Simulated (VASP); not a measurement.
Crystal: Al.

```
CELL_PARAMETERS angstrom
-1.56971 1.56971 1.56971
1.56971 -1.56971 1.56971
1.56971 1.56971 -1.56971
ATOMIC_POSITIONS crystal
Al 0.00000 0.00000 0.00000
```

This cell differs from its parent crystal: volume scaled by 0.96.

Base run:

| Property | Result |
| --- | --- |
| Program | VASP 6.6.1 |
| Functional | PBEsol |
| Potentials or basis | VASP PAW PBE potentials, release 64 (Al) |
| Cutoff | 520 eV |
| k mesh | 12 × 12 × 12 |
| Occupations | fermi-dirac, width 0.05 eV |
| Spin | no spin polarisation |

Its results: pressure 5.9 GPa.

**Question.** The run is repeated on the same cell with these changes: functional from PBEsol to r2SCAN; cutoff from 520 eV to 550 eV. What comes out?

**Answer.** Pressure 3.8 GPa.

Caveats: the PAW data sets were made with another functional, which shifts forces and pressure a little.
